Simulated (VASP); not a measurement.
# C (P-1) in VASP: a series of runs

The runs below take C through single point, with LDA.

All numbers are computed with VASP 6.6.1; they aren't measurements. Logs are shortened: lines on timing, memory, paths and dates and some standing lists are left out, and cuts for length are marked.

## 1. The cell of the first run

The typed cell holds 2 atoms: a = 3.635 Å, b = 3.635 Å, c = 3.635 Å, α = 39.49°, β = 39.49°, γ = 39.49°.

## 2. Single point, LDA (atom 1 (C) moved by (+0.300, +0.000) A along [1 1 0] and z)

INCAR

```
SYSTEM = C
PREC = Accurate ; ENCUT = 520
EDIFF = 1E-6 ; ISMEAR = 0
SIGMA = 0.05 ; LREAL = .False.
LASPH = .True. ; NELM = 100
ALGO = Normal ; ISIF = 2
LWAVE = .False. ; LCHARG = .False.
GGA = CA ; NBANDS = 11
```

KPOINTS

```
regular mesh
0
Gamma
  12 12 12
  0 0 0
```

POSCAR

```
C
1.0
    1.2280263465      0.7090013417      3.3470108394
   -1.2280263465      0.7090013417      3.3470108394
    0.0000000000     -1.4180026834      3.3470108394
C
2
Direct
    0.3002375174      0.1274952672      0.0642672154
    0.8360000000      0.8360000000      0.8360000000
```

Potentials or basis: VASP PAW LDA potentials, release 64 (C).

Launch:

```
> cat potpaw_LDA.64/C/POTCAR > POTCAR
> mpirun -np 1 vasp_std > vasp.out
```

OUTCAR:

```text
SYSTEM = C
   PREC = Accurate
   ENCUT = 520
   EDIFF = 1E-6
   ISMEAR = 0
   LREAL = .False.
   LASPH = .True.
   NELM = 100
   ISIF = 2
   GGA = CA

 ion  position               nearest neighbor table
   1  0.300  0.127  0.064-   2 1.13   2 1.52   2 1.64
   2  0.836  0.836  0.836-   1 1.13   1 1.52   1 1.64

  LATTYP: Found a trigonal (rhomboedric) cell.
 ALAT       =     3.6349983727
 COS(alpha) =     0.7717362630

  Lattice vectors:

 A1 = (   1.2280263465,   0.7090013417,   3.3470108394)
 A2 = (  -1.2280263465,   0.7090013417,   3.3470108394)
 A3 = (   0.0000000000,  -1.4180026834,   3.3470108394)

Analysis of symmetry for initial positions (statically):
=====================================================================
 Subroutine PRICEL returns:
 Original cell was already a primitive cell.

 Routine SETGRP: Setting up the symmetry group for a
 trigonal (rhombohedral) supercell.

 Subroutine GETGRP returns: Found  2 space group operations
 (whereof  1 operations were pure point group operations)
 out of a pool of 12 trial point group operations.

The static configuration has the point symmetry C_1 .
 The point group associated with its full space group is S_2 .

Analysis of symmetry for dynamics (positions and initial velocities):
=====================================================================
 Subroutine PRICEL returns:
 Original cell was already a primitive cell.

 Routine SETGRP: Setting up the symmetry group for a
 trigonal (rhombohedral) supercell.

 Subroutine GETGRP returns: Found  2 space group operations
 (whereof  1 operations were pure point group operations)
 out of a pool of 12 trial point group operations.

The dynamic configuration has the point symmetry C_1 .
 The point group associated with its full space group is S_2 .

 Subroutine INISYM returns: Found  2 space group operations
 (whereof  1 operations are pure point group operations),
 and found     1 'primitive' translations

----------------------------------------------------------------------------------------

                                     Primitive cell

  volume of cell :      17.4849

  direct lattice vectors                    reciprocal lattice vectors
     1.228026347  0.709001342  3.347010839     0.407157388  0.235072428  0.099591352
    -1.228026347  0.709001342  3.347010839    -0.407157388  0.235072428  0.099591352
     0.000000000 -1.418002683  3.347010839     0.000000000 -0.470144855  0.099591352

  length of vectors
     3.634998373  3.634998373  3.634998373     0.480577384  0.480577384  0.480577384

  position of ions in fractional coordinates (direct lattice)
     0.300237517  0.127495267  0.064267215
     0.836000000  0.836000000  0.836000000

  ion indices of the primitive-cell ions
   primitive index   ion index
                 1           1
                 2           2

----------------------------------------------------------------------------------------

 KPOINTS: regular mesh

Automatic generation of k-mesh.
 Grid dimensions read from file:
 generate k-points for:   12   12   12

 Generating k-lattice:

  Cartesian coordinates                     Fractional coordinates (reciprocal lattice)
     0.033929782  0.019589369  0.008299279     0.083333333  0.000000000  0.000000000
    -0.033929782  0.019589369  0.008299279     0.000000000  0.083333333  0.000000000
     0.000000000 -0.039178738  0.008299279     0.000000000  0.000000000  0.083333333

  Length of vectors
     0.040048115  0.040048115  0.040048115

  Shift w.r.t. Gamma in fractional coordinates (k-lattice)
     0.000000000  0.000000000  0.000000000

 Subroutine IBZKPT returns following result:
 ===========================================

 Found    868 irreducible k-points:

 Following reciprocal coordinates:
            Coordinates               Weight
  0.000000  0.000000  0.000000      1.000000
  0.083333 -0.000000  0.000000      2.000000
 -0.000000  0.083333  0.000000      2.000000
  0.000000  0.000000  0.083333      2.000000
  0.166667 -0.000000  0.000000      2.000000
 -0.000000  0.166667  0.000000      2.000000
[... 16 lines left out ...]
  0.166667  0.083333  0.000000      2.000000
 -0.166667  0.000000 -0.083333      2.000000
 [... further k-points ...]
   k-points           NKPTS =    868   k-points in BZ     NKDIM =    868   number of bands    NBANDS=     11
   number of dos      NEDOS =    301   number of ions     NIONS =      2
   total plane-waves  NPLWV =  21952
   dimension x,y,z NGX =    28 NGY =   28 NGZ =   28
   dimension x,y,z NGXF=    56 NGYF=   56 NGZF=   56
   ions per type =               2
   NGX,Y,Z   is equivalent  to a cutoff of  12.81, 12.81, 12.81 a.u.
   NGXF,Y,Z  is equivalent  to a cutoff of  25.61, 25.61, 25.61 a.u.
 SYSTEM =  C
   PREC   = accura    normal or accurate (medium, high low for compatibility)
   ISTART =      0    job   : 0-new  1-cont  2-samecut
   ICHARG =      2    charge: 1-file 2-atom 10-const
   ISPIN  =      1    spin polarized calculation?
   LNONCOLLINEAR =      F non collinear calculations
   LSORBIT =      F    spin-orbit coupling
   LASPH  =      T    aspherical Exc in radial PAW
   ENCUT  =  520.0 eV  38.22 Ry    6.18 a.u.   6.76  6.76  6.76*2*pi/ulx,y,z
   NELM   =    100;   NELMIN=  2; NELMDL= -5     # of ELM steps
   EDIFF  = 0.1E-05   stopping-criterion for ELM
   LREAL  =      F    real-space projection
   EDIFFG = 0.1E-04   stopping-criterion for IOM
   NSW    =      0    number of steps for IOM
   IBRION =     -1    ionic relax: 0-MD 1-quasi-New 2-CG
   NFREE  =      0    steps in history (QN), initial steepest desc. (CG)
   ISIF   =      2    stress and relaxation
   ISYM   =      2    0-nonsym 1-usesym 2-fastsym
   POTIM  = 0.5000    time-step for ionic-motion
   TEBEG  =    0.0;   TEEND  =   0.0 temperature during run
   PSTRESS=    0.0 pullay stress
   NELECT =       8.0000    total number of electrons
   NUPDOWN=      -1.0000    fix difference up-down
   EMIN   =  10.00;   EMAX   =-10.00  energy-range for DOS
   EFERMI =   0.00;   METHOD = LEGACY
   ISMEAR =     0;   SIGMA  =   0.05  broadening in eV -4-tet -1-fermi 0-gaus
   EFERMI_NEDOS =   21; number of points for ismear=-14 and -15
   IALGO  =     38    algorithm
   IMIX   =      4    mixing-type and parameters
     AMIX     =   0.40;   BMIX     =  1.00
     AMIX_MAG =   1.60;   BMIX_MAG =  1.00
  volume/ion in A,a.u.               =       8.74        59.00
  Fermi-wavevector in a.u.,A,eV,Ry     =   1.261490  2.383870 21.651724  1.591357
  Thomas-Fermi vector in A             =   2.394946
   LORBIT       =      0    0 simple, 1 ext, 2 COOP (PROOUT), +10 PAW based schemes
   GGA     = CA    functional components
   LHFCALC =     F    Hartree Fock is set to
   AEXX    =    0.0000 exact exchange contribution
   IVDW    =     0    specifies the selected vdW correction
   LEPSILON=     F    determine dielectric tensor
   LRPA    =     F    only Hartree local field effects (RPA)
 non-spin polarized calculation
 Gauss-broadening in eV      SIGMA  =   0.05
  energy-cutoff  :      520.00
  volume of cell :       17.48
 maximum number of plane-waves:       483
   NGX = 13   NGY = 13   NGZ = 13

 number of electron       8.0000000 magnetization

 Free energy of the ion-electron system (eV)
  ---------------------------------------------------
  ext. energy  EPLUGINS =         0.00000000
  ---------------------------------------------------
  free energy    TOTEN  =       -17.25834239 eV

  energy without entropy =      -17.25820646  energy(sigma->0) =      -17.25827442

 E-fermi :   5.0462     XC(G=0): -10.7188

 val. band max:        5.0441345252   @ k =  -0.0833   0.5000   0.4167
 cond. band min:       5.0563049964   @ k =  -0.1667   0.4167   0.2500
 fundamental gap:      0.0121704713
 Fermi energy:         5.0461922431

 k-point     1 :       0.0000    0.0000    0.0000
  band No.  band energies     occupation
      1     -15.0350      2.00000
      2      -2.3402      2.00000
      3      -2.0673      2.00000
      4       6.4919      0.00000
      5       7.3845      0.00000
      6       8.5025      0.00000
      7      15.3324      0.00000
      8      16.8901      0.00000
      9      20.8834      0.00000
     10      26.5601      0.00000
     11      27.5883      0.00000

 k-point     2 :       0.0833   -0.0000    0.0000
  band No.  band energies     occupation
      1     -14.8827      2.00000
      2      -2.3849      2.00000
      3      -2.1597      2.00000
      4       4.6909      2.00000
      5       8.6893      0.00000
      6       9.5148      0.00000
      7      15.2699      0.00000
      8      16.0612      0.00000
      9      20.3676      0.00000
     10      27.7480      0.00000
     11      28.1300      0.00000

 k-point     3 :      -0.0000    0.0833    0.0000
  band No.  band energies     occupation
      1     -14.8750      2.00000
      2      -2.3615      2.00000
      3      -2.1554      2.00000
      4       5.4867      0.00000
      5       7.6529      0.00000
      6       8.7678      0.00000
      7      16.0418      0.00000
      8      16.3762      0.00000
      9      21.0434      0.00000
     10      26.7960      0.00000
     11      27.2475      0.00000

 k-point     4 :       0.0000    0.0000    0.0833
  band No.  band energies     occupation
      1     -14.8713      2.00000
      2      -2.2932      2.00000
      3      -2.1669      2.00000
      4       4.7599      2.00000
      5       8.2858      0.00000
      6       8.9666      0.00000
      7      15.9144      0.00000
      8      16.4561      0.00000
      9      21.0482      0.00000
     10      26.5732      0.00000
     11      27.2306      0.00000

 k-point     5 :       0.1667   -0.0000    0.0000
  band No.  band energies     occupation
      1     -14.4313      2.00000
      2      -3.2629      2.00000
      3      -1.6312      2.00000
      4       2.8481      2.00000
      5       9.3834      0.00000
      6      12.0286      0.00000
      7      13.9587      0.00000
      8      15.3423      0.00000
      9      19.6927      0.00000
     10      27.3824      0.00000
     11      28.7046      0.00000
[... 211 lines left out ...]
 k-point    21 :      -0.0833    0.0000   -0.0833
  band No.  band energies     occupation
      1     -14.8685      2.00000
      2      -2.3399      2.00000
      3      -2.2330      2.00000
      4       5.5000      0.00000
      5       7.6408      0.00000
      6       8.8849      0.00000
      7      16.0719      0.00000
      8      16.3263      0.00000
      9      20.9988      0.00000
     10      26.7680      0.00000
     11      27.3289      0.00000

 k-point    22 :       0.0000    0.0833    0.0833
  band No.  band energies     occupation
      1     -14.8762      2.00000
      2      -2.4369      2.00000
      3      -2.1525      2.00000
      4       4.6775      2.00000
      5       8.7626      0.00000
      6       9.5310      0.00000
      7      15.2439      0.00000
      8      16.0948      0.00000
      9      20.4435      0.00000
     10      27.6634      0.00000
     11      28.0284      0.00000

 k-point    23 :       0.1667    0.0833    0.0000
  band No.  band energies     occupation
      1     -14.5526      2.00000
      2      -2.7999      2.00000
      3      -1.9600      2.00000
      4       2.9196      2.00000
      5       9.3686      0.00000
      6      11.0056      0.00000
      7      14.9539      0.00000
      8      15.7494      0.00000
      9      20.3167      0.00000
     10      26.0474      0.00000
     11      29.0043      0.00000

 k-point    24 :      -0.1667    0.0000   -0.0833
  band No.  band energies     occupation
      1     -14.5639      2.00000
      2      -2.9546      2.00000
      3      -1.9242      2.00000
      4       3.6834      2.00000
      5       9.4179      0.00000
      6       9.7881      0.00000
      7      14.6602      0.00000
      8      16.4384      0.00000
      9      20.1617      0.00000
     10      26.9196      0.00000
     11      28.9077      0.00000

 [... further k-points ...]
[... 5 lines left out ...]
  --------------------------------------------------------------------------------------
  -------------------------------------------------------------------------------------
  Total       12.9749517      3.1645344     -0.1301226      6.4850971      0.6748394      1.1617068
  in kB     1188.9216081    289.9728233    -11.9234061    594.2428369     61.8369314    106.4495900
  external PRESSURE =     488.9903418 kB  Pullay stress =       0.0000000 kB

 VOLUME and BASIS-vectors are now :
 -----------------------------------------------------------------------------
  energy-cutoff  :      520.00
  volume of cell :       17.48
      direct lattice vectors                 reciprocal lattice vectors
     1.228026347  0.709001342  3.347010839     0.407157388  0.235072428  0.099591352
    -1.228026347  0.709001342  3.347010839    -0.407157388  0.235072428  0.099591352
     0.000000000 -1.418002683  3.347010839     0.000000000 -0.470144855  0.099591352

 POSITION                                       TOTAL-FORCE (eV/Angst)
 -----------------------------------------------------------------------------------
      0.21213      0.21213      1.64673       -20.345395    -11.922668      0.112365
      0.00000      0.00000      8.39430        20.345395     11.922668     -0.112365
 -----------------------------------------------------------------------------------
    total drift:                               -0.000000     -0.000000     -0.000001

  FREE ENERGIE OF THE ION-ELECTRON SYSTEM (eV)
  ---------------------------------------------------
  free  energy   TOTEN  =       -17.2583423889 eV

  energy  without entropy=      -17.2582064558  energy(sigma->0) =      -17.25827442
```

Wall time 99 s (1 thread of Intel Xeon 6975P-C (Granite Rapids), shared host); peak memory 0.24 GiB.

What came out:

* Free energy: -17.2583 eV
* Pressure: 48.9 GPa
* Largest force: 23.582 eV/Å
* Band gap on the k mesh: zero (bands 4 and 5 overlap by 2.55 eV)

Forces on the atoms (eV/Å):
```
C   -20.345 -11.923   0.112
C    20.345  11.923  -0.112
```

Stress tensor (GPa, compression positive):
```
118.89  59.42  10.64
 59.42  29.00   6.18
 10.64   6.18  -1.19
```

Levels at points of the mesh, in eV from the Fermi level:
```
           k point  band 2  band 3  band 4  band 5  band 6  band 7
(0.00, 0.00, 0.00)   -7.39   -7.11    1.45    2.34    3.46   10.29
(0.50, 0.00, 0.00)  -13.34   -5.60   -1.92    0.05    7.86    9.97
(0.00, 0.50, 0.00)  -12.99   -5.96   -3.56    2.64    3.79   11.57
(0.00, 0.00, 0.50)  -12.34   -7.66   -4.12    3.93    5.12   11.60
(0.50, 0.50, 0.00)  -12.23   -7.66   -4.79    3.24    4.81   12.00
(0.50, 0.00, 0.50)  -12.88   -5.95   -4.27    1.99    3.56   12.34
(0.00, 0.50, 0.50)  -13.22   -5.66   -2.32   -1.10    7.47   12.50
(0.50, 0.50, 0.50)   -9.36   -7.07    1.43    2.31    9.10   10.22
```

Caveat: the cell differs from its parent crystal (atom 1 (C) moved by (+0.300, +0.000) A along [1 1 0] and z); the stress differs along the axes, from -1 to 119 GPa; forces of over 1 eV/Å act on the atoms, so gaps and moduli don't describe the material at rest.

(Part 1 of 2 ends here.)

The gap in the log of VASP goes by the Fermi energy; the results here count the filled bands.